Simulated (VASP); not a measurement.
# W (I4/mmm) in VASP: further runs

Runs on W. Level: PBEsol. Tasks: single point.

Program: VASP 6.6.1. These are calculated values, not measurements. Logs are shortened: lines on timing, memory, paths and dates and some standing lists are left out, and cuts for length are marked.

## (1) The cell of the first run

The structure is tetragonal, space group I4/mmm (No. 139). Conventional cell: a = 3.154 Å, b = 3.154 Å, c = 3.060 Å, α = 90.00°, β = 90.00°, γ = 90.00°. W (site symmetry 4/mmm) has 14 W at 2.70 to 3.15 Å within 3.6 Å.

## (2) Single point, PBEsol (strain +0.000 along x and y, -0.030 along z)

Input file INCAR:

```
  PREC = Accurate
  ENCUT = 520
  EDIFF = 1E-6
  ISMEAR = 0
  SIGMA = 0.15
  LREAL = False
  LASPH = True
  NELM = 60
  ALGO = Fast
  ISIF = 2
  LWAVE = False
  LCHARG = False
  GGA = PS
  NBANDS = 13
```

Input file KPOINTS:

```
regular mesh
0
Gamma
  26 26 26
```

Input file POSCAR:

```
W
1.0
   -1.5771801384      1.5771801384      1.5298647342
    1.5771801384     -1.5771801384      1.5298647342
    1.5771801384      1.5771801384     -1.5298647342
W
1
Direct
    0.0000000000      0.0000000000      0.0000000000
```

Potentials or basis: VASP PAW PBE potentials, release 64 (W_sv).

The run is started by

```bash
cat potpaw_PBE.64/W_sv/POTCAR > POTCAR
mpirun -np 1 vasp_std > vasp.out
```

OUTCAR:

```text
PREC = Accurate
   ENCUT = 520
   EDIFF = 1E-6
   ISMEAR = 0
   LREAL = False
   LASPH = True
   NELM = 60
   ISIF = 2
   GGA = PS

 ion  position               nearest neighbor table
   1  0.000  0.000  0.000-

  LATTYP: Found a body centered tetragonal cell.
 ALAT       =     3.1543602768
 C/A-ratio  =     0.9700000000

  Lattice vectors:

 A1 = (  -1.5771801384,   1.5771801384,   1.5298647342)
 A2 = (   1.5771801384,  -1.5771801384,   1.5298647342)
 A3 = (   1.5771801384,   1.5771801384,  -1.5298647342)

Analysis of symmetry for initial positions (statically):
=====================================================================
 Subroutine PRICEL returns:
 Original cell was already a primitive cell.

 Routine SETGRP: Setting up the symmetry group for a
 body centered tetragonal supercell.

 Subroutine GETGRP returns: Found 16 space group operations
 (whereof 16 operations were pure point group operations)
 out of a pool of 16 trial point group operations.

The static configuration has the point symmetry D_4h.

Analysis of symmetry for dynamics (positions and initial velocities):
=====================================================================
 Subroutine PRICEL returns:
 Original cell was already a primitive cell.

 Routine SETGRP: Setting up the symmetry group for a
 body centered tetragonal supercell.

 Subroutine GETGRP returns: Found 16 space group operations
 (whereof 16 operations were pure point group operations)
 out of a pool of 16 trial point group operations.

The dynamic configuration has the point symmetry D_4h.

 Subroutine INISYM returns: Found 16 space group operations
 (whereof 16 operations are pure point group operations),
 and found     1 'primitive' translations

----------------------------------------------------------------------------------------

                                     Primitive cell

  volume of cell :      15.2221

  direct lattice vectors                    reciprocal lattice vectors
    -1.577180138  1.577180138  1.529864734     0.000000000  0.317021492  0.326826280
     1.577180138 -1.577180138  1.529864734     0.317021492  0.000000000  0.326826280
     1.577180138  1.577180138 -1.529864734     0.317021492  0.317021492  0.000000000

  length of vectors
     2.704714492  2.704714492  2.704714492     0.455321912  0.455321912  0.448336093

  position of ions in fractional coordinates (direct lattice)
     0.000000000  0.000000000  0.000000000

  ion indices of the primitive-cell ions
   primitive index   ion index
                 1           1

----------------------------------------------------------------------------------------

 KPOINTS: regular mesh

Automatic generation of k-mesh.
 Grid dimensions read from file:
 generate k-points for:   26   26   26

 Generating k-lattice:

  Cartesian coordinates                     Fractional coordinates (reciprocal lattice)
     0.000000000  0.012193134  0.012570242     0.038461538  0.000000000 -0.000000000
     0.012193134  0.000000000  0.012570242     0.000000000  0.038461538 -0.000000000
     0.012193134  0.012193134  0.000000000     0.000000000  0.000000000  0.038461538

  Length of vectors
     0.017512381  0.017512381  0.017243696

  Shift w.r.t. Gamma in fractional coordinates (k-lattice)
     0.000000000  0.000000000  0.000000000

 Subroutine IBZKPT returns following result:
 ===========================================

 Found   1330 irreducible k-points:

 Following reciprocal coordinates:
            Coordinates               Weight
  0.000000  0.000000  0.000000      1.000000
  0.038462  0.000000  0.000000      8.000000
  0.076923  0.000000  0.000000      8.000000
  0.115385  0.000000  0.000000      8.000000
  0.153846  0.000000  0.000000      8.000000
  0.192308  0.000000  0.000000      8.000000
[... 16 lines left out ...]
  0.346154  0.038462  0.000000     16.000000
  0.384615  0.038462  0.000000     16.000000
 [... further k-points ...]
   k-points           NKPTS =   1330   k-points in BZ     NKDIM =   1330   number of bands    NBANDS=     13
   number of dos      NEDOS =    301   number of ions     NIONS =      1
   total plane-waves  NPLWV =   8000
   dimension x,y,z NGX =    20 NGY =   20 NGZ =   20
   dimension x,y,z NGXF=    40 NGYF=   40 NGZF=   40
   ions per type =               1
   NGX,Y,Z   is equivalent  to a cutoff of  12.29, 12.29, 12.29 a.u.
   NGXF,Y,Z  is equivalent  to a cutoff of  24.59, 24.59, 24.59 a.u.
 SYSTEM =  unknown system
   PREC   = accura    normal or accurate (medium, high low for compatibility)
   ISTART =      0    job   : 0-new  1-cont  2-samecut
   ICHARG =      2    charge: 1-file 2-atom 10-const
   ISPIN  =      1    spin polarized calculation?
   LNONCOLLINEAR =      F non collinear calculations
   LSORBIT =      F    spin-orbit coupling
   LASPH  =      T    aspherical Exc in radial PAW
   ENCUT  =  520.0 eV  38.22 Ry    6.18 a.u.   5.03  5.03  5.03*2*pi/ulx,y,z
   NELM   =     60;   NELMIN=  2; NELMDL= -5     # of ELM steps
   EDIFF  = 0.1E-05   stopping-criterion for ELM
   LREAL  =      F    real-space projection
   EDIFFG = 0.1E-04   stopping-criterion for IOM
   NSW    =      0    number of steps for IOM
   IBRION =     -1    ionic relax: 0-MD 1-quasi-New 2-CG
   NFREE  =      0    steps in history (QN), initial steepest desc. (CG)
   ISIF   =      2    stress and relaxation
   ISYM   =      2    0-nonsym 1-usesym 2-fastsym
   POTIM  = 0.5000    time-step for ionic-motion
   TEBEG  =    0.0;   TEEND  =   0.0 temperature during run
   PSTRESS=    0.0 pullay stress
   NELECT =      14.0000    total number of electrons
   NUPDOWN=      -1.0000    fix difference up-down
   EMIN   =  10.00;   EMAX   =-10.00  energy-range for DOS
   EFERMI =   0.00;   METHOD = LEGACY
   ISMEAR =     0;   SIGMA  =   0.15  broadening in eV -4-tet -1-fermi 0-gaus
   EFERMI_NEDOS =   21; number of points for ismear=-14 and -15
   IALGO  =     68    algorithm
   IMIX   =      4    mixing-type and parameters
     AMIX     =   0.40;   BMIX     =  1.00
     AMIX_MAG =   1.60;   BMIX_MAG =  1.00
  volume/ion in A,a.u.               =      15.22       102.72
  Fermi-wavevector in a.u.,A,eV,Ry     =   1.592058  3.008554 34.486002  2.534650
  Thomas-Fermi vector in A             =   2.690502
   LORBIT       =      0    0 simple, 1 ext, 2 COOP (PROOUT), +10 PAW based schemes
   GGA     = PS    functional components
   LHFCALC =     F    Hartree Fock is set to
   AEXX    =    0.0000 exact exchange contribution
   IVDW    =     0    specifies the selected vdW correction
   LEPSILON=     F    determine dielectric tensor
   LRPA    =     F    only Hartree local field effects (RPA)
 non-spin polarized calculation
 RMM-DIIS sequential band-by-band and
 Gauss-broadening in eV      SIGMA  =   0.15
  energy-cutoff  :      520.00
  volume of cell :       15.22
 maximum number of plane-waves:       422
   NGX =  9   NGY =  9   NGZ =  9

 number of electron      14.0000001 magnetization

 Free energy of the ion-electron system (eV)
  ---------------------------------------------------
  ext. energy  EPLUGINS =         0.00000000
  ---------------------------------------------------
  free energy    TOTEN  =       -13.77994434 eV

  energy without entropy =      -13.77521176  energy(sigma->0) =      -13.77757805

 E-fermi :  11.8860     XC(G=0): -13.9919

 val. band max:       11.8856518653   @ k =   0.4615   0.4231   0.0385
 cond. band min:      11.8873409164   @ k =  -0.4231   0.4231   0.2692
 fundamental gap:      0.0016890511
 Fermi energy:        11.8859962319

 k-point     1 :       0.0000    0.0000    0.0000
  band No.  band energies     occupation
      1     -62.2256      2.00000
      2     -25.7237      2.00000
      3     -25.7237      2.00000
      4     -25.7079      2.00000
      5       1.9935      2.00000
      6      10.2848      2.00000
      7      10.7183      2.00000
      8      10.7183      2.00000
      9      13.8950      0.00000
     10      14.4864      0.00000
     11      26.3091      0.00000
     12      26.3091      0.00000
     13      26.9230      0.00000

 k-point     2 :       0.0385    0.0000    0.0000
  band No.  band energies     occupation
      1     -62.2233      2.00000
      2     -25.7415      2.00000
      3     -25.7311      2.00000
      4     -25.7140      2.00000
      5       2.0705      2.00000
      6      10.2924      2.00000
      7      10.7055      2.00000
      8      10.7350      2.00000
      9      13.8797      0.00000
     10      14.4234      0.00000
     11      26.4408      0.00000
     12      26.4426      0.00000
     13      27.0542      0.00000

 k-point     3 :       0.0769    0.0000    0.0000
  band No.  band energies     occupation
      1     -62.2164      2.00000
      2     -25.8084      2.00000
      3     -25.7528      2.00000
      4     -25.7168      2.00000
      5       2.2973      2.00000
      6      10.2382      2.00000
      7      10.6590      2.00000
      8      10.8672      2.00000
      9      13.8212      0.00000
     10      14.2869      0.00000
     11      26.7496      0.00000
     12      26.8294      0.00000
     13      27.4848      0.00000

 k-point     4 :       0.1154    0.0000    0.0000
  band No.  band energies     occupation
      1     -62.2053      2.00000
      2     -25.9169      2.00000
      3     -25.7873      2.00000
      4     -25.7189      2.00000
      5       2.6605      2.00000
      6      10.0624      2.00000
      7      10.5596      2.00000
      8      11.1878      2.00000
      9      13.7049      0.00000
     10      14.1888      0.00000
     11      27.0855      0.00000
     12      27.4573      0.00000
     13      28.1936      0.00000

 k-point     5 :       0.1538    0.0000    0.0000
  band No.  band energies     occupation
      1     -62.1907      2.00000
      2     -26.0579      2.00000
      3     -25.8325      2.00000
      4     -25.7214      2.00000
      5       3.1362      2.00000
      6       9.8077      2.00000
      7      10.3948      2.00000
      8      11.6708      1.95754
      9      13.5928      0.00000
     10      14.1702      0.00000
     11      27.3617      0.00000
     12      28.2999      0.00000
     13      28.9805      0.00000

 k-point     6 :       0.1923    0.0000    0.0000
  band No.  band energies     occupation
      1     -62.1733      2.00000
      2     -26.2216      2.00000
      3     -25.8856      2.00000
      4     -25.7241      2.00000
      5       3.6865      2.00000
      6       9.5138      2.00000
      7      10.1885      2.00000
      8      12.2917      0.00013
      9      13.5677      0.00000
     10      14.2095      0.00000
     11      27.4404      0.00000
     12      29.3304      0.00000
     13      29.5291      0.00000

 k-point     7 :       0.2308    0.0000    0.0000
  band No.  band energies     occupation
      1     -62.1543      2.00000
      2     -26.3973      2.00000
      3     -25.9431      2.00000
      4     -25.7272      2.00000
      5       4.2549      2.00000
      6       9.2081      2.00000
      7      10.0137      2.00000
      8      13.0333      0.00000
      9      13.6460      0.00000
     10      14.2956      0.00000
     11      27.1803      0.00000
     12      29.4908      0.00000
     13      30.5221      0.00000
[... 193 lines left out ...]
 k-point    20 :       0.2308    0.0385    0.0000
  band No.  band energies     occupation
      1     -62.1430      2.00000
      2     -26.4952      2.00000
      3     -25.9715      2.00000
      4     -25.7396      2.00000
      5       4.5799      2.00000
      6       9.0596      2.00000
      7       9.9068      2.00000
      8      13.4737      0.00000
      9      13.6526      0.00000
     10      14.4708      0.00000
     11      27.0570      0.00000
     12      29.1598      0.00000
     13      31.0850      0.00000

 k-point    21 :       0.2692    0.0385    0.0000
  band No.  band energies     occupation
      1     -62.1236      2.00000
      2     -26.6659      2.00000
      3     -26.0311      2.00000
      4     -25.7427      2.00000
      5       5.0265      2.00000
      6       8.7747      2.00000
      7       9.9712      2.00000
      8      13.7487      0.00000
      9      14.4062      0.00000
     10      14.6645      0.00000
     11      26.3802      0.00000
     12      28.1960      0.00000
     13      32.3848      0.00000

 k-point    22 :       0.3077    0.0385    0.0000
  band No.  band energies     occupation
      1     -62.1054      2.00000
      2     -26.8233      2.00000
      3     -26.0867      2.00000
      4     -25.7455      2.00000
      5       5.3047      2.00000
      6       8.5211      2.00000
      7      10.2863      2.00000
      8      13.9374      0.00000
      9      14.8489      0.00000
     10      15.3675      0.00000
     11      25.6105      0.00000
     12      27.0400      0.00000
     13      33.5277      0.00000

 k-point    23 :       0.3462    0.0385    0.0000
  band No.  band energies     occupation
      1     -62.0892      2.00000
      2     -26.9594      2.00000
      3     -26.1353      2.00000
      4     -25.7479      2.00000
      5       5.4170      2.00000
      6       8.3086      2.00000
      7      10.8302      2.00000
      8      14.1222      0.00000
      9      15.0455      0.00000
     10      16.3315      0.00000
     11      24.8738      0.00000
     12      25.8866      0.00000
     13      32.0234      0.00000

 k-point    24 :       0.3846    0.0385    0.0000
  band No.  band energies     occupation
      1     -62.0763      2.00000
      2     -27.0673      2.00000
      3     -26.1742      2.00000
      4     -25.7497      2.00000
      5       5.4244      2.00000
      6       8.1443      2.00000
      7      11.4957      1.99977
      8      14.2577      0.00000
      9      15.2159      0.00000
     10      17.2469      0.00000
     11      24.2531      0.00000
     12      24.8625      0.00000
     13      30.6936      0.00000

 [... further k-points ...]
[... 5 lines left out ...]
  --------------------------------------------------------------------------------------
  -------------------------------------------------------------------------------------
  Total        0.7319995      0.7319995      1.7883466      0.0000000      0.0000000     -0.0000000
  in kB       77.0452263     77.0452263    188.2290532      0.0000000      0.0000000     -0.0000000
  external PRESSURE =     114.1065019 kB  Pullay stress =       0.0000000 kB

 VOLUME and BASIS-vectors are now :
 -----------------------------------------------------------------------------
  energy-cutoff  :      520.00
  volume of cell :       15.22
      direct lattice vectors                 reciprocal lattice vectors
    -1.577180138  1.577180138  1.529864734     0.000000000  0.317021492  0.326826280
     1.577180138 -1.577180138  1.529864734     0.317021492  0.000000000  0.326826280
     1.577180138  1.577180138 -1.529864734     0.317021492  0.317021492  0.000000000

 POSITION                                       TOTAL-FORCE (eV/Angst)
 -----------------------------------------------------------------------------------
      0.00000      0.00000      0.00000         0.000000      0.000000     -0.000000
 -----------------------------------------------------------------------------------
    total drift:                                0.000000     -0.000000      0.000000

  FREE ENERGIE OF THE ION-ELECTRON SYSTEM (eV)
  ---------------------------------------------------
  free  energy   TOTEN  =       -13.7799443359 eV

  energy  without entropy=      -13.7752117631  energy(sigma->0) =      -13.77757805
```

Run time: 1.9 min. Hardware: 1 thread of AMD EPYC 9R45 (Zen 5), shared host; peak memory 0.3 GiB.

Results:

* Free energy: -13.7799 eV
* Pressure: 11.4 GPa
* Band gap on the k mesh: zero (bands 7 and 8 overlap by 6.70 eV)

Levels at points of the mesh, in eV from the Fermi level:
```
           k point  band 5  band 6  band 7  band 8  band 9  band 10
(0.00, 0.00, 0.00)   -9.89   -1.60   -1.17   -1.17    2.01     2.60
(0.50, 0.00, 0.00)   -6.58   -3.93    0.92    2.34    3.47     6.54
(0.50, 0.50, 0.00)   -6.58   -3.49    0.66    1.86    3.07     6.46
(0.50, 0.50, 0.50)   -6.25   -6.16    5.42    5.42    5.56     8.30
```

Caveat: the cell differs from its parent crystal (strain +0.000 along x and y, -0.030 along z); the cell stands under pressure; the PAW data sets were made with another functional, which shifts forces and pressure a little; spin-orbit coupling is left out, which moves the levels of the heavy elements.

(Continued in part 2 of 2.)
